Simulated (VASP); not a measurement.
Al, 1 atom in the cell. Symmetry: Fm-3m, No. 225, cubic system. The conventional cell has a = 4.041 Å, b = 4.041 Å, c = 4.041 Å, α = 90.00°, β = 90.00°, γ = 90.00°. Within 3.8 Å of Al (site symmetry m-3m) lie 12 Al at 2.86 Å. 

```yaml
Program: VASP 6.6.1
Task: single point
Functional: PBE
Potentials_or_basis: VASP PAW PBE potentials, release 64 (Al)
Cutoff: 520 eV
k_mesh: 18 × 18 × 18
Occupations: fermi-dirac, width 0.08 eV
Spin: no spin polarisation
Dipole_correction: no
Further_INCAR_settings: ALGO = Normal; EDIFF = 1e-06; NBANDS = 8
```

Potentials or basis: VASP PAW PBE potentials, release 64 (Al).

Command:

```bash
$ cat potpaw_PBE.64/Al/POTCAR > POTCAR
$ mpirun -np 1 vasp_std > vasp.out
```

Hardware: 1 thread of Intel Xeon 8259CL (shared host).

How long does it take, and how much memory?

Run time: 22 s on 1 thread of Intel Xeon 8259CL, on a shared host, peak memory 0.14 GiB. Counts: scf iterations 10, k points 195.
